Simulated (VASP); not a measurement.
# Rh (P6_3/mmc) in VASP: further runs

Rh is run at these levels: PBEsol; tasks: single point.

Everything below comes from runs of VASP 6.6.1. Logs are shortened: lines on timing, memory, paths and dates and some standing lists are left out, and cuts for length are marked.

## 1. The cell of the first run

It takes space group P6_3/mmc (No. 194, hexagonal). The conventional cell has a = 2.527 Å, b = 2.527 Å, c = 4.069 Å, α = 90.00°, β = 90.00°, γ = 120.00°. Rh (site symmetry -6m2) has 12 Rh at 2.50 to 2.53 Å within 3.3 Å.

## 2. Single point, PBEsol (equal strain along all axes, cell held: -6.0 %)

Input file INCAR:

```
SYSTEM = Rh
PREC = Accurate
ENCUT = 520
EDIFF = 1E-7
ISMEAR = 0
SIGMA = 0.1
LREAL = .FALSE.
LASPH = .TRUE.
NELM = 80
ALGO = Fast
ISIF = 2
LWAVE = .FALSE.
LCHARG = .FALSE.
GGA = PS
NBANDS = 22
```

Input file KPOINTS:

```
Automatic mesh
0
G
  24 24 12
  0 0 0
```

Input file POSCAR:

```
Rh
1.0
    2.5274119197      0.0000000000      0.0000000000
   -1.2637059599      2.1888029283      0.0000000000
    0.0000000000      0.0000000000      4.0692790295
Rh
2
Direct
    0.6666666667      0.3333333333      0.7500000000
    0.3333333333      0.6666666667      0.2500000000
```

Potentials or basis: VASP PAW PBE potentials, release 64 (Rh_pv).

Started as:

```
$ cat potpaw_PBE.64/Rh_pv/POTCAR > POTCAR
$ mpirun -np 1 vasp_std > vasp.out
```

OUTCAR:

```text
SYSTEM = Rh
   PREC = Accurate
   ENCUT = 520
   EDIFF = 1E-7
   ISMEAR = 0
   LREAL = .FALSE.
   LASPH = .TRUE.
   NELM = 80
   ISIF = 2
   GGA = PS

 ion  position               nearest neighbor table
   1  0.667  0.333  0.750-   2 2.50   2 2.50   2 2.50   2 2.50   2 2.50   2 2.50
   2  0.333  0.667  0.250-   1 2.50   1 2.50   1 2.50   1 2.50   1 2.50   1 2.50

  LATTYP: Found a hexagonal cell.
 ALAT       =     2.5274119197
 C/A-ratio  =     1.6100577028

  Lattice vectors:

 A1 = (   2.5274119197,   0.0000000000,   0.0000000000)
 A2 = (  -1.2637059599,   2.1888029283,   0.0000000000)
 A3 = (   0.0000000000,   0.0000000000,   4.0692790295)

Analysis of symmetry for initial positions (statically):
=====================================================================
 Subroutine PRICEL returns:
 Original cell was already a primitive cell.

 Routine SETGRP: Setting up the symmetry group for a
 hexagonal supercell.

 Subroutine GETGRP returns: Found 24 space group operations
 (whereof 12 operations were pure point group operations)
 out of a pool of 24 trial point group operations.

The static configuration has the point symmetry D_3d.
 The point group associated with its full space group is D_6h.

Analysis of symmetry for dynamics (positions and initial velocities):
=====================================================================
 Subroutine PRICEL returns:
 Original cell was already a primitive cell.

 Routine SETGRP: Setting up the symmetry group for a
 hexagonal supercell.

 Subroutine GETGRP returns: Found 24 space group operations
 (whereof 12 operations were pure point group operations)
 out of a pool of 24 trial point group operations.

The dynamic configuration has the point symmetry D_3d.
 The point group associated with its full space group is D_6h.

 Subroutine INISYM returns: Found 24 space group operations
 (whereof 12 operations are pure point group operations),
 and found     1 'primitive' translations

----------------------------------------------------------------------------------------

                                     Primitive cell

  volume of cell :      22.5113

  direct lattice vectors                    reciprocal lattice vectors
     2.527411920  0.000000000  0.000000000     0.395661662  0.228435367  0.000000000
    -1.263705960  2.188802928  0.000000000     0.000000000  0.456870734  0.000000000
     0.000000000  0.000000000  4.069279029     0.000000000  0.000000000  0.245743777

  length of vectors
     2.527411920  2.527411920  4.069279029     0.456870734  0.456870734  0.245743777

  position of ions in fractional coordinates (direct lattice)
     0.666666667  0.333333333  0.750000000
     0.333333333  0.666666667  0.250000000

  ion indices of the primitive-cell ions
   primitive index   ion index
                 1           1
                 2           2

----------------------------------------------------------------------------------------

 KPOINTS: Automatic mesh

Automatic generation of k-mesh.
 Grid dimensions read from file:
 generate k-points for:   24   24   12

 Generating k-lattice:

  Cartesian coordinates                     Fractional coordinates (reciprocal lattice)
     0.016485903  0.009518140  0.000000000     0.041666667  0.000000000  0.000000000
     0.000000000  0.019036281  0.000000000     0.000000000  0.041666667  0.000000000
     0.000000000  0.000000000  0.020478648     0.000000000  0.000000000  0.083333333

  Length of vectors
     0.019036281  0.019036281  0.020478648

  Shift w.r.t. Gamma in fractional coordinates (k-lattice)
     0.000000000  0.000000000  0.000000000

 Subroutine IBZKPT returns following result:
 ===========================================

 Found    427 irreducible k-points:

 Following reciprocal coordinates:
            Coordinates               Weight
  0.000000  0.000000  0.000000      1.000000
  0.041667  0.000000  0.000000      6.000000
  0.083333  0.000000  0.000000      6.000000
  0.125000 -0.000000  0.000000      6.000000
  0.166667  0.000000  0.000000      6.000000
  0.208333 -0.000000  0.000000      6.000000
[... 16 lines left out ...]
  0.416667  0.041667  0.000000     12.000000
  0.458333  0.041667  0.000000     12.000000
 [... further k-points ...]
   k-points           NKPTS =    427   k-points in BZ     NKDIM =    427   number of bands    NBANDS=     22
   number of dos      NEDOS =    301   number of ions     NIONS =      2
   total plane-waves  NPLWV =  12000
   dimension x,y,z NGX =    20 NGY =   20 NGZ =   30
   dimension x,y,z NGXF=    40 NGYF=   40 NGZF=   60
   ions per type =               2
   NGX,Y,Z   is equivalent  to a cutoff of  13.16, 13.16, 12.26 a.u.
   NGXF,Y,Z  is equivalent  to a cutoff of  26.31, 26.31, 24.51 a.u.
 SYSTEM =  Rh
   PREC   = accura    normal or accurate (medium, high low for compatibility)
   ISTART =      0    job   : 0-new  1-cont  2-samecut
   ICHARG =      2    charge: 1-file 2-atom 10-const
   ISPIN  =      1    spin polarized calculation?
   LNONCOLLINEAR =      F non collinear calculations
   LSORBIT =      F    spin-orbit coupling
   LASPH  =      T    aspherical Exc in radial PAW
   ENCUT  =  520.0 eV  38.22 Ry    6.18 a.u.   4.70  4.70  7.57*2*pi/ulx,y,z
   NELM   =     80;   NELMIN=  2; NELMDL= -5     # of ELM steps
   EDIFF  = 0.1E-06   stopping-criterion for ELM
   LREAL  =      F    real-space projection
   EDIFFG = 0.1E-05   stopping-criterion for IOM
   NSW    =      0    number of steps for IOM
   IBRION =     -1    ionic relax: 0-MD 1-quasi-New 2-CG
   NFREE  =      0    steps in history (QN), initial steepest desc. (CG)
   ISIF   =      2    stress and relaxation
   ISYM   =      2    0-nonsym 1-usesym 2-fastsym
   POTIM  = 0.5000    time-step for ionic-motion
   TEBEG  =    0.0;   TEEND  =   0.0 temperature during run
   PSTRESS=    0.0 pullay stress
   NELECT =      30.0000    total number of electrons
   NUPDOWN=      -1.0000    fix difference up-down
   EMIN   =  10.00;   EMAX   =-10.00  energy-range for DOS
   EFERMI =   0.00;   METHOD = LEGACY
   ISMEAR =     0;   SIGMA  =   0.10  broadening in eV -4-tet -1-fermi 0-gaus
   EFERMI_NEDOS =   21; number of points for ismear=-14 and -15
   IALGO  =     68    algorithm
   IMIX   =      4    mixing-type and parameters
     AMIX     =   0.40;   BMIX     =  1.00
[... 4 lines left out ...]
   LORBIT       =      0    0 simple, 1 ext, 2 COOP (PROOUT), +10 PAW based schemes
   GGA     = PS    functional components
   LHFCALC =     F    Hartree Fock is set to
   AEXX    =    0.0000 exact exchange contribution
   IVDW    =     0    specifies the selected vdW correction
   LEPSILON=     F    determine dielectric tensor
   LRPA    =     F    only Hartree local field effects (RPA)
 non-spin polarized calculation
 RMM-DIIS sequential band-by-band and
 Gauss-broadening in eV      SIGMA  =   0.10
  energy-cutoff  :      520.00
  volume of cell :       22.51
 maximum number of plane-waves:       628
 NGX is ok and might be reduce to    20

 number of electron      30.0000003 magnetization

 Free energy of the ion-electron system (eV)
  ---------------------------------------------------
  ext. energy  EPLUGINS =         0.00000000
  ---------------------------------------------------
  free energy    TOTEN  =       -15.16735838 eV

  energy without entropy =      -15.15656350  energy(sigma->0) =      -15.16196094

 E-fermi :  15.9836     XC(G=0): -15.5430

 val. band max:       15.9833659516   @ k =   0.3750   0.2083   0.3333
 cond. band min:      15.9838078421   @ k =   0.3750   0.1667   0.3333
 fundamental gap:      0.0004418905
 Fermi energy:        15.9836051398

 k-point     1 :       0.0000    0.0000    0.0000
  band No.  band energies     occupation
      1     -32.3172      2.00000
      2     -31.0336      2.00000
      3     -31.0336      2.00000
      4     -30.8273      2.00000
      5     -30.8264      2.00000
      6     -30.8264      2.00000
[... 14 lines left out ...]
     21      34.0420      0.00000
     22      35.0294      0.00000

 k-point     2 :       0.0417    0.0000    0.0000
  band No.  band energies     occupation
      1     -32.3092      2.00000
      2     -31.0521      2.00000
      3     -31.0396      2.00000
      4     -30.8456      2.00000
      5     -30.8306      2.00000
      6     -30.8290      2.00000
[... 14 lines left out ...]
     21      34.1368      0.00000
     22      35.1517      0.00000

 k-point     3 :       0.0833    0.0000    0.0000
  band No.  band energies     occupation
      1     -32.2855      2.00000
      2     -31.1062      2.00000
      3     -31.0571      2.00000
      4     -30.9015      2.00000
      5     -30.8404      2.00000
      6     -30.8367      2.00000
[... 14 lines left out ...]
     21      34.4044      0.00000
     22      35.4930      0.00000

 k-point     4 :       0.1250   -0.0000    0.0000
  band No.  band energies     occupation
      1     -32.2468      2.00000
      2     -31.1924      2.00000
      3     -31.0844      2.00000
      4     -30.9894      2.00000
      5     -30.8571      2.00000
      6     -30.8495      2.00000
[... 14 lines left out ...]
     21      34.7743      0.00000
     22      35.9320      0.00000

 k-point     5 :       0.1667    0.0000    0.0000
  band No.  band energies     occupation
      1     -32.1946      2.00000
      2     -31.3044      2.00000
      3     -31.1192      2.00000
      4     -31.1021      2.00000
      5     -30.8805      2.00000
      6     -30.8668      2.00000
[... 14 lines left out ...]
     21      34.9635      0.00000
     22      36.1385      0.00000

 k-point     6 :       0.2083   -0.0000    0.0000
  band No.  band energies     occupation
      1     -32.1307      2.00000
      2     -31.4347      2.00000
      3     -31.2306      2.00000
      4     -31.1589      2.00000
      5     -30.9108      2.00000
      6     -30.8876      2.00000
[... 14 lines left out ...]
     21      34.4114      0.00000
     22      36.2477      0.00000

 k-point     7 :       0.2500   -0.0000    0.0000
  band No.  band energies     occupation
      1     -32.0575      2.00000
      2     -31.5742      2.00000
      3     -31.3656      2.00000
      4     -31.2005      2.00000
      5     -30.9478      2.00000
      6     -30.9106      2.00000
[... 324 lines left out ...]
      6     -30.9561      2.00000
[... 14 lines left out ...]
     21      32.4683      0.00000
     22      32.8514      0.00000

 k-point    21 :       0.3333    0.0417    0.0000
  band No.  band energies     occupation
      1     -31.8966      2.00000
      2     -31.8504      2.00000
      3     -31.6742      2.00000
      4     -31.3017      2.00000
      5     -31.0677      2.00000
      6     -30.9777      2.00000
[... 14 lines left out ...]
     21      31.8140      0.00000
     22      31.8515      0.00000

 k-point    22 :       0.3750    0.0417    0.0000
  band No.  band energies     occupation
      1     -31.9937      2.00000
      2     -31.7737      2.00000
      3     -31.7611      2.00000
      4     -31.3318      2.00000
      5     -31.1185      2.00000
      6     -30.9956      2.00000
[... 14 lines left out ...]
     21      30.9247      0.00000
     22      31.3569      0.00000

 k-point    23 :       0.4167    0.0417    0.0000
  band No.  band energies     occupation
      1     -32.0620      2.00000
      2     -31.8221      2.00000
      3     -31.7106      2.00000
      4     -31.3528      2.00000
      5     -31.1634      2.00000
      6     -31.0082      2.00000
[... 14 lines left out ...]
     21      30.2622      0.00000
     22      30.9857      0.00000

 k-point    24 :       0.4583    0.0417    0.0000
  band No.  band energies     occupation
      1     -32.0973      2.00000
      2     -31.8535      2.00000
      3     -31.6731      2.00000
      4     -31.3636      2.00000
      5     -31.1913      2.00000
      6     -31.0148      2.00000
[... 14 lines left out ...]
     21      29.9035      0.00000
     22      30.7647      0.00000

 [... further k-points ...]

------------------------ aborting loop because EDIFF is reached ----------------------------------------

  FORCE on cell =-STRESS in cart. coord.  units (eV):
  Direction    XX          YY          ZZ          XY          YZ          ZX
  --------------------------------------------------------------------------------------
  -------------------------------------------------------------------------------------
  Total       12.0127627     12.0127627     12.5932112     -0.0000000      0.0000000      0.0000000
  in kB      854.9748103    854.9748103    896.2866121     -0.0000000      0.0000000      0.0000000
  external PRESSURE =     868.7454109 kB  Pullay stress =       0.0000000 kB

 VOLUME and BASIS-vectors are now :
 -----------------------------------------------------------------------------
  energy-cutoff  :      520.00
  volume of cell :       22.51
      direct lattice vectors                 reciprocal lattice vectors
     2.527411920  0.000000000  0.000000000     0.395661662  0.228435367  0.000000000
    -1.263705960  2.188802928  0.000000000     0.000000000  0.456870734  0.000000000
     0.000000000  0.000000000  4.069279029     0.000000000  0.000000000  0.245743777

 POSITION                                       TOTAL-FORCE (eV/Angst)
 -----------------------------------------------------------------------------------
      1.26371      0.72960      3.05196         0.000000      0.000000      0.000000
     -0.00000      1.45920      1.01732        -0.000000     -0.000000      0.000000
 -----------------------------------------------------------------------------------
    total drift:                               -0.000000      0.000000     -0.000000

  FREE ENERGIE OF THE ION-ELECTRON SYSTEM (eV)
  ---------------------------------------------------
  free  energy   TOTEN  =       -15.1673583820 eV

  energy  without entropy=      -15.1565634959  energy(sigma->0) =      -15.16196094
```

It took 2.6 min on 1 thread of Intel Xeon Platinum 8488C (Sapphire Rapids), shared host; peak memory 0.27 GiB.

Results:

- Free energy: -15.1674 eV
- Pressure: 86.9 GPa
- Band gap on the k mesh: zero (band 15 reaches 16.91 eV, above the bottom of band 16 at 13.54 eV)

Caveat: the cell differs from its parent crystal (equal strain along all axes, cell held: -6.0 %); the PAW data sets were made with another functional, which shifts forces and pressure a little.

## 3. Single point, PBEsol (equal strain along all axes, cell held: -4.0 %)

Input file INCAR:

```
ALGO = Fast
EDIFF = 1E-6
ENCUT = 520
GGA = PS
ISIF = 2
ISMEAR = 0
LASPH = True
LCHARG = False
LREAL = False
LWAVE = False
NBANDS = 22
NELM = 60
PREC = Accurate
SIGMA = 0.1
```

Input file KPOINTS:

```
k-points
0
Gamma
  24 24 12
```

Input file POSCAR:

```
Rh
1.0
    2.5811866414      0.0000000000      0.0000000000
   -1.2905933207      2.2353732034      0.0000000000
    0.0000000000      0.0000000000      4.1558594344
Rh
2
Direct
    0.6666666667      0.3333333333      0.7500000000
    0.3333333333      0.6666666667      0.2500000000
```

Potentials or basis: VASP PAW PBE potentials, release 64 (Rh_pv).

Started as:

```
$ cat potpaw_PBE.64/Rh_pv/POTCAR > POTCAR
$ mpirun -np 1 vasp_std > vasp.out
```

Run time: 2 min. Hardware: 1 thread of Intel Xeon Platinum 8488C (Sapphire Rapids), shared host; peak memory 0.28 GiB.

It converged, with:

| Item | Value |
| --- | --- |
| Free energy | -15.7808 eV |
| Pressure | 48.8 GPa |
| Band gap on the k mesh | zero (band 15 reaches 15.42 eV, above the bottom of band 16 at 12.36 eV) |

Stress tensor (GPa, compression positive):
```
47.90  0.00  0.00
 0.00 47.90  0.00
 0.00  0.00 50.61
```

Levels at points of the mesh, in eV from the Fermi level:
| k point | band 13 | band 14 | band 15 | band 16 | band 17 | band 18 |
| --- | --- | --- | --- | --- | --- | --- |
| (0.00, 0.00, 0.00) | -3.14 | -2.44 | -2.44 | 0.15 | 0.15 | 0.55 |
| (0.50, 0.00, 0.00) | -2.70 | 0.52 | 0.83 | 0.92 | 3.48 | 5.87 |
| (0.00, 0.00, 0.50) | -3.93 | -3.93 | -0.54 | -0.54 | -0.54 | -0.54 |
| (0.50, 0.00, 0.50) | -0.47 | -0.47 | 0.76 | 0.76 | 2.88 | 2.88 |

Caveat: the cell differs from its parent crystal (equal strain along all axes, cell held: -4.0 %); the PAW data sets were made with another functional, which shifts forces and pressure a little.

## 4. Single point, PBEsol

This run uses another cell than the first one, of 13.55 Å³/atom, 1.204 times its volume.

Input file INCAR:

```
ALGO = Normal
EDIFF = 1E-7
ENCUT = 520
GGA = PS
ISIF = 2
ISMEAR = 0
LASPH = T
LCHARG = F
LREAL = F
LWAVE = F
NBANDS = 22
NELM = 80
PREC = Accurate
SIGMA = 0.15
```

Input file KPOINTS:

```
k-points
0
Gamma
  12 12 8
```

Input file POSCAR:

```
Rh
1.0
    2.6887360847      0.0000000000      0.0000000000
   -1.3443680423      2.3285137534      0.0000000000
    0.0000000000      0.0000000000      4.3290202440
Rh
2
Direct
    0.6666666667      0.3333333333      0.7500000000
    0.3333333333      0.6666666667      0.2500000000
```

Started as:

```
$ cat potpaw_PBE.64/Rh_pv/POTCAR > POTCAR
$ mpirun -np 1 vasp_std > vasp.out
```

It took 23 s on 1 thread of Intel Xeon Platinum 8488C (Sapphire Rapids), shared host; peak memory 0.16 GiB.

It converged, with:

```yaml
Free_energy: -16.2154 eV
Pressure: 0.1 GPa
Band_gap_on_the_k_mesh: zero (band 15 reaches 12.79 eV, above the bottom of band 16 at 10.28 eV)
```

Stress tensor (GPa, compression positive):
```
-0.22  0.00  0.00
 0.00 -0.22  0.00
 0.00  0.00  0.62
```

Levels at points of the mesh, in eV from the Fermi level:
```tsv
k point	band 11	band 12	band 13	band 14	band 15	band 16	band 17	band 18	band 19	band 20
(0.00, 0.00, 0.00)	-3.13	-2.58	-2.58	-2.00	-2.00	0.14	0.14	0.67	8.78	15.78
(0.50, 0.00, 0.00)	-2.78	-2.29	-2.27	0.42	0.67	0.74	3.04	5.16	10.39	10.91
(0.00, 0.00, 0.50)	-3.25	-3.25	-3.25	-3.25	-0.45	-0.45	-0.45	-0.45	14.88	14.88
(0.50, 0.00, 0.50)	-1.75	-1.75	-0.35	-0.35	0.62	0.62	2.64	2.64	9.42	9.42
```

Caveat: the PAW data sets were made with another functional, which shifts forces and pressure a little.

## 5. Single point, PBEsol

This run uses another cell than the first one: it holds 4 atoms, not 2.

Input file INCAR:

```
SYSTEM = Rh
ALGO = Fast
EDIFF = 1E-7
ENCUT = 520
GGA = PS
ISIF = 2
ISMEAR = 0
LASPH = .TRUE.
LCHARG = .FALSE.
LREAL = .FALSE.
LWAVE = .FALSE.
NBANDS = 38
NELM = 60
PREC = Accurate
SIGMA = 0.15
```

Input file KPOINTS:

```
k-points
0
G
  12 12 4
  0 0 0
```

Input file POSCAR:

```
Rh
1.0
    2.6887360847      0.0000000000      0.0000000000
   -1.3443680423      2.3285137534      0.0000000000
    0.0000000000      0.0000000000      8.6580404880
Rh
4
Direct
    0.6666666667      0.3333333333      0.3750000000
    0.6666666667      0.3333333333      0.8750000000
    0.3333333333      0.6666666667      0.1250000000
    0.3333333333      0.6666666667      0.6250000000
```

Started as:

```
$ cat potpaw_PBE.64/Rh_pv/POTCAR > POTCAR
$ mpirun -np 1 vasp_std > vasp.out
```

Wall time 70 s (1 thread of Intel Xeon Platinum 8488C (Sapphire Rapids), shared host); peak memory 0.21 GiB.

The run converged. Its results:

```yaml
Free_energy: -32.4308 eV
Pressure: 0.1 GPa
Band_gap_on_the_k_mesh: zero (band 30 reaches 12.76 eV, above the bottom of band 31 at 10.74 eV)
```

Stress tensor (GPa, compression positive):
```
-0.17  0.00  0.00
 0.00 -0.17  0.00
 0.00  0.00  0.66
```

Levels at points of the mesh, in eV from the Fermi level:
```csv
k point,band 26,band 27,band 28,band 29,band 30,band 31,band 32,band 33,band 34,band 35
"(0.00, 0.00, 0.00)",-2.58,-2.58,-2.00,-2.00,-0.45,-0.45,-0.45,-0.45,0.14,0.14
"(0.50, 0.00, 0.00)",-0.35,-0.35,0.42,0.62,0.62,0.67,0.74,2.64,2.64,3.04
"(0.00, 0.00, 0.50)",-2.85,-1.39,-1.39,-1.39,-1.39,-1.21,-1.21,0.07,0.07,0.07
"(0.50, 0.00, 0.50)",-0.21,-0.04,-0.04,0.53,0.53,0.71,0.71,2.09,2.09,4.50
```

Caveat: the PAW data sets were made with another functional, which shifts forces and pressure a little.

## 6. Overview

| cell | k mesh | smearing | gap on the mesh (eV) | pressure (GPa) |
| --- | --- | --- | --- | --- |
| a = 2.527, b = 2.527, c = 4.069 Å, angles 90.0, 90.0, 120.0°, 2 atoms | 24 × 24 × 12 | gaussian 0.1 eV | none | 86.9 |
| a = 2.581, b = 2.581, c = 4.156 Å, angles 90.0, 90.0, 120.0°, 2 atoms | 24 × 24 × 12 | gaussian 0.1 eV | none | 48.8 |
| a = 2.689, b = 2.689, c = 4.329 Å, angles 90.0, 90.0, 120.0°, 2 atoms | 12 × 12 × 8 | gaussian 0.15 eV | none | 0.1 |
| a = 2.689, b = 2.689, c = 8.658 Å, angles 90.0, 90.0, 120.0°, 4 atoms | 12 × 12 × 4 | gaussian 0.15 eV | none | 0.1 |

Alike in all rows: task single point; level PBEsol; potentials or basis VASP PAW PBE potentials, release 64 (Rh_pv); no spin polarisation; cutoff (eV) 520.

Caveats: the PAW data sets were made with another functional, which shifts forces and pressure a little.

Absolute energies hang on the potentials; compare differences alone.
